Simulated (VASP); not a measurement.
# Ho3N (P3m1) in VASP: single point with PBE

Aim: the single point of Ho3N with PBE.

Everything below comes from runs of VASP 6.6.1. Logs are shortened: lines on timing, memory, paths and dates and some standing lists are left out, and cuts for length are marked.

**1. The cell of the first run**

The structure is trigonal, space group P3m1 (No. 156). The conventional cell has a = 3.594 Å, b = 3.594 Å, c = 9.233 Å, α = 90.00°, β = 90.00°, γ = 120.00°. Ho (site symmetry 3m) has 3 N at 2.23 Å within 2.9 Å. Within 2.9 Å of Ho (site symmetry 3m) lie 1 N at 2.18 Å. Within 4.7 Å of Ho (site symmetry 3m) lie 12 Ho at 3.53 to 3.97 Å and 3 N at 4.68 Å. Within 2.9 Å of N (site symmetry 3m) lie 4 Ho at 2.18 to 2.23 Å.

The cell was built from a structure type or drawn by symmetry, and may not be a known phase.

**2. Single point, PBE**

INCAR reads:

```
SYSTEM = Ho3N
ALGO = Normal ; EDIFF = 1E-6
ENCUT = 600 ; GGA = PE
GGA_COMPAT = .FALSE. ; ISIF = 2
ISMEAR = 0 ; LASPH = .TRUE.
LCHARG = .TRUE. ; LELF = .TRUE.
LMAXMIX = 6 ; LREAL = .FALSE.
LVHAR = .TRUE. ; LWAVE = .FALSE.
NBANDS = 24 ; NELM = 200
PREC = Accurate ; SIGMA = 0.1
```

KPOINTS reads:

```
k-points
0
G
  6 6 2
  0 0 0
```

POSCAR reads:

```
Ho3N
1.0
    3.5944731458      0.0000000000      0.0000000000
   -1.7972365729      3.1129050575      0.0000000000
    0.0000000000      0.0000000000      9.2327987687
Ho N
3 1
Direct
    0.6666666667      0.3333333333      0.4757552992
    0.0000000000      0.0000000000      0.7998157346
    0.3333333333      0.6666666667      0.1090770042
    0.0000000000      0.0000000000      0.5639835620
```

Potentials or basis: VASP PAW PBE potentials, release 64 (Ho_3, N), 4f in core.

On the command line:

```bash
cat potpaw_PBE.64/Ho_3/POTCAR potpaw_PBE.64/N/POTCAR > POTCAR
mpirun -np 1 vasp_std > vasp.out
```

OUTCAR:

```text
SYSTEM = Ho3N
   EDIFF = 1E-6
   ENCUT = 600
   GGA = PE
   ISIF = 2
   ISMEAR = 0
   LASPH = .TRUE.
   LREAL = .FALSE.
   NELM = 200
   PREC = Accurate

 ion  position               nearest neighbor table
   1  0.667  0.333  0.476-   4 2.23   4 2.23   4 2.23   2 3.64   2 3.64   2 3.64
   2  0.000  0.000  0.800-   4 2.18   3 3.53   3 3.53   3 3.53   1 3.64   1 3.64   1 3.64
   3  0.333  0.667  0.109-   2 3.53   2 3.53   2 3.53
   4  0.000  0.000  0.564-   2 2.18   1 2.23   1 2.23   1 2.23

  LATTYP: Found a hexagonal cell.
 ALAT       =     3.5944731458
 C/A-ratio  =     2.5686097501

  Lattice vectors:

 A1 = (   3.5944731458,   0.0000000000,   0.0000000000)
 A2 = (  -1.7972365729,   3.1129050575,   0.0000000000)
 A3 = (   0.0000000000,   0.0000000000,   9.2327987687)

Analysis of symmetry for initial positions (statically):
=====================================================================
 Subroutine PRICEL returns:
 Original cell was already a primitive cell.

 Routine SETGRP: Setting up the symmetry group for a
 hexagonal supercell.

 Subroutine GETGRP returns: Found  6 space group operations
 (whereof  6 operations were pure point group operations)
 out of a pool of 24 trial point group operations.

The static configuration has the point symmetry C_3v.

Analysis of symmetry for dynamics (positions and initial velocities):
=====================================================================
 Subroutine PRICEL returns:
 Original cell was already a primitive cell.

 Routine SETGRP: Setting up the symmetry group for a
 hexagonal supercell.

 Subroutine GETGRP returns: Found  6 space group operations
 (whereof  6 operations were pure point group operations)
 out of a pool of 24 trial point group operations.

The dynamic configuration has the point symmetry C_3v.

 Subroutine INISYM returns: Found  6 space group operations
 (whereof  6 operations are pure point group operations),
 and found     1 'primitive' translations

----------------------------------------------------------------------------------------

                                     Primitive cell

  volume of cell :     103.3081

  direct lattice vectors                    reciprocal lattice vectors
     3.594473146  0.000000000  0.000000000     0.278204888  0.160621667  0.000000000
    -1.797236573  3.112905057  0.000000000     0.000000000  0.321243334  0.000000000
     0.000000000  0.000000000  9.232798769     0.000000000  0.000000000  0.108309520

  length of vectors
     3.594473146  3.594473146  9.232798769     0.321243334  0.321243334  0.108309520

  position of ions in fractional coordinates (direct lattice)
     0.666666667  0.333333333  0.475755299
     0.000000000  0.000000000  0.799815735
     0.333333333  0.666666667  0.109077004
     0.000000000  0.000000000  0.563983562

  ion indices of the primitive-cell ions
   primitive index   ion index
                 1           1
                 2           2
                 3           3
                 4           4

----------------------------------------------------------------------------------------

 KPOINTS: k-points

Automatic generation of k-mesh.
 Grid dimensions read from file:
 generate k-points for:    6    6    2

 Generating k-lattice:

  Cartesian coordinates                     Fractional coordinates (reciprocal lattice)
     0.046367481  0.026770278  0.000000000     0.166666667 -0.000000000  0.000000000
     0.000000000  0.053540556  0.000000000     0.000000000  0.166666667  0.000000000
     0.000000000  0.000000000  0.054154760     0.000000000  0.000000000  0.500000000

  Length of vectors
     0.053540556  0.053540556  0.054154760

  Shift w.r.t. Gamma in fractional coordinates (k-lattice)
     0.000000000  0.000000000  0.000000000

 Subroutine IBZKPT returns following result:
 ===========================================

 Found     14 irreducible k-points:

 Following reciprocal coordinates:
            Coordinates               Weight
  0.000000  0.000000  0.000000      1.000000
  0.166667  0.000000  0.000000      6.000000
  0.333333  0.000000  0.000000      6.000000
  0.500000  0.000000  0.000000      3.000000
  0.166667  0.166667  0.000000      6.000000
  0.333333  0.166667  0.000000     12.000000
  0.333333  0.333333  0.000000      2.000000
  0.000000  0.000000  0.500000      1.000000
  0.166667  0.000000  0.500000      6.000000
  0.333333  0.000000  0.500000      6.000000
  0.500000  0.000000  0.500000      3.000000
  0.166667  0.166667  0.500000      6.000000
  0.333333  0.166667  0.500000     12.000000
  0.333333  0.333333  0.500000      2.000000
   k-points           NKPTS =     14   k-points in BZ     NKDIM =     14   number of bands    NBANDS=     24
   number of dos      NEDOS =    301   number of ions     NIONS =      4
   total plane-waves  NPLWV =  72000
   dimension x,y,z NGX =    30 NGY =   30 NGZ =   80
   dimension x,y,z NGXF=    60 NGYF=   60 NGZF=  160
   ions per type =               3   1
   NGX,Y,Z   is equivalent  to a cutoff of  13.88, 13.88, 14.40 a.u.
   NGXF,Y,Z  is equivalent  to a cutoff of  27.75, 27.75, 28.81 a.u.
 SYSTEM =  Ho3N
   PREC   = accura    normal or accurate (medium, high low for compatibility)
   ISTART =      0    job   : 0-new  1-cont  2-samecut
   ICHARG =      2    charge: 1-file 2-atom 10-const
   ISPIN  =      1    spin polarized calculation?
   LNONCOLLINEAR =      F non collinear calculations
   LSORBIT =      F    spin-orbit coupling
   LASPH  =      T    aspherical Exc in radial PAW
   ENCUT  =  600.0 eV  44.10 Ry    6.64 a.u.   7.18  7.18 18.44*2*pi/ulx,y,z
   NELM   =    200;   NELMIN=  2; NELMDL= -5     # of ELM steps
   EDIFF  = 0.1E-05   stopping-criterion for ELM
   LREAL  =      F    real-space projection
   EDIFFG = 0.1E-04   stopping-criterion for IOM
   NSW    =      0    number of steps for IOM
   IBRION =     -1    ionic relax: 0-MD 1-quasi-New 2-CG
   NFREE  =      0    steps in history (QN), initial steepest desc. (CG)
   ISIF   =      2    stress and relaxation
   ISYM   =      2    0-nonsym 1-usesym 2-fastsym
   POTIM  = 0.5000    time-step for ionic-motion
   TEBEG  =    0.0;   TEEND  =   0.0 temperature during run
   PSTRESS=    0.0 pullay stress
   NELECT =      32.0000    total number of electrons
   NUPDOWN=      -1.0000    fix difference up-down
   EMIN   =  10.00;   EMAX   =-10.00  energy-range for DOS
   EFERMI =   0.00;   METHOD = LEGACY
   ISMEAR =     0;   SIGMA  =   0.10  broadening in eV -4-tet -1-fermi 0-gaus
   EFERMI_NEDOS =   21; number of points for ismear=-14 and -15
   IALGO  =     38    algorithm
   IMIX   =      4    mixing-type and parameters
     AMIX     =   0.40;   BMIX     =  1.00
     AMIX_MAG =   1.60;   BMIX_MAG =  1.00
  volume/ion in A,a.u.               =      25.83       174.29
  Fermi-wavevector in a.u.,A,eV,Ry     =   1.107677  2.093207 16.693660  1.226949
  Thomas-Fermi vector in A             =   2.244195
   LORBIT       =      0    0 simple, 1 ext, 2 COOP (PROOUT), +10 PAW based schemes
   GGA     = PE    functional components
   LHFCALC =     F    Hartree Fock is set to
   AEXX    =    0.0000 exact exchange contribution
   IVDW    =     0    specifies the selected vdW correction
   LEPSILON=     F    determine dielectric tensor
   LRPA    =     F    only Hartree local field effects (RPA)
 non-spin polarized calculation
 Gauss-broadening in eV      SIGMA  =   0.10
  energy-cutoff  :      600.00
  volume of cell :      103.31
 maximum number of plane-waves:      3471
 NGX is ok and might be reduce to    30
   NGX = 15   NGY = 15   NGZ = 37

 number of electron      31.9999998 magnetization

 Free energy of the ion-electron system (eV)
  ---------------------------------------------------
  ext. energy  EPLUGINS =         0.00000000
  ---------------------------------------------------
  free energy    TOTEN  =       -24.61797902 eV

  energy without entropy =      -24.60985833  energy(sigma->0) =      -24.61391868

 E-fermi :   3.0435     XC(G=0):  -9.7575

 val. band max:        2.9456659149   @ k =   0.3333   0.3333   0.0000
 cond. band min:       3.1193970308   @ k =   0.3333   0.1667   0.0000
 fundamental gap:      0.1737311160
 Fermi energy:         3.0434935189

 k-point     1 :       0.0000    0.0000    0.0000
  band No.  band energies     occupation
      1     -21.2269      2.00000
      2     -21.0241      2.00000
      3     -21.0241      2.00000
      4     -20.9467      2.00000
      5     -20.5476      2.00000
      6     -20.5476      2.00000
[... 16 lines left out ...]
     23       6.9242      0.00000
     24       6.9246      0.00000

 k-point     2 :       0.1667    0.0000    0.0000
  band No.  band energies     occupation
      1     -21.2094      2.00000
      2     -21.1316      2.00000
      3     -21.0483      2.00000
      4     -20.9269      2.00000
      5     -20.6552      2.00000
      6     -20.5733      2.00000
[... 16 lines left out ...]
     23       6.3260      0.00000
     24       6.5514      0.00000

 k-point     3 :       0.3333    0.0000    0.0000
  band No.  band energies     occupation
      1     -21.3354      2.00000
      2     -21.1756      2.00000
      3     -21.0963      2.00000
      4     -21.0093      2.00000
      5     -20.8501      2.00000
      6     -20.6882      2.00000
[... 16 lines left out ...]
     23       6.5545      0.00000
     24       7.3224      0.00000
[... 244 lines left out ...]
 k-point    13 :       0.3333    0.1667    0.5000
  band No.  band energies     occupation
      1     -21.3807      2.00000
      2     -21.1786      2.00000
      3     -21.1512      2.00000
      4     -21.0687      2.00000
      5     -20.8925      2.00000
      6     -20.7109      2.00000
[... 16 lines left out ...]
     23       6.8153      0.00000
     24       7.2881      0.00000

 k-point    14 :       0.3333    0.3333    0.5000
  band No.  band energies     occupation
      1     -21.3179      2.00000
      2     -21.3049      2.00000
      3     -21.1391      2.00000
      4     -21.0430      2.00000
      5     -20.8467      2.00000
      6     -20.8229      2.00000
[... 16 lines left out ...]
     23       6.4465      0.00000
     24       6.5128      0.00000

------------------------ aborting loop because EDIFF is reached ----------------------------------------

  FORCE on cell =-STRESS in cart. coord.  units (eV):
  Direction    XX          YY          ZZ          XY          YZ          ZX
  --------------------------------------------------------------------------------------
  -------------------------------------------------------------------------------------
  Total        0.3833461      0.3833461      0.5034178      0.0000000      0.0000000     -0.0000000
  in kB        5.9452092      5.9452092      7.8073684      0.0000000      0.0000000     -0.0000000
  external PRESSURE =       6.5659289 kB  Pullay stress =       0.0000000 kB

 VOLUME and BASIS-vectors are now :
 -----------------------------------------------------------------------------
  energy-cutoff  :      600.00
  volume of cell :      103.31
      direct lattice vectors                 reciprocal lattice vectors
     3.594473146  0.000000000  0.000000000     0.278204888  0.160621667  0.000000000
    -1.797236573  3.112905057  0.000000000     0.000000000  0.321243334  0.000000000
     0.000000000  0.000000000  9.232798769     0.000000000  0.000000000  0.108309520

 POSITION                                       TOTAL-FORCE (eV/Angst)
 -----------------------------------------------------------------------------------
      1.79724      1.03764      4.39255        -0.000000     -0.000000     -0.071693
      0.00000      0.00000      7.38454         0.000000     -0.000000      0.146446
     -0.00000      2.07527      1.00709        -0.000000      0.000000     -0.039890
      0.00000      0.00000      5.20715         0.000000      0.000000     -0.034863
 -----------------------------------------------------------------------------------
    total drift:                                0.000000      0.000000     -0.000753

  FREE ENERGIE OF THE ION-ELECTRON SYSTEM (eV)
  ---------------------------------------------------
  free  energy   TOTEN  =       -24.6179790184 eV

  energy  without entropy=      -24.6098583322  energy(sigma->0) =      -24.61391868
```

Wall time 67 s (1 thread of Intel Xeon Platinum 8259CL at 2.50GHz (Skylake/Cascade Lake), shared host); peak memory 0.26 GiB.

What came out:

| Quantity | Value |
| --- | --- |
| Free energy | -24.6180 eV |
| Pressure | 0.7 GPa |
| Largest force | 0.146 eV/Å |
| Band gap on the k mesh | zero (bands 16 and 17 overlap by 0.01 eV) |

Forces in eV/Å, atoms in the order of the input:
```
Ho   0.000  0.000 -0.072
Ho   0.000  0.000  0.146
Ho   0.000  0.000 -0.040
N    0.000  0.000 -0.035
```

Caveat: spin-orbit coupling is left out, which moves the levels of the heavy elements; the 4f electrons are frozen in the core, so they carry no moment and show no levels; the run has no spin polarisation, though such a crystal can be magnetic. Spin polarisation is off, so any magnetic state and its effect on volume and gap are missing.
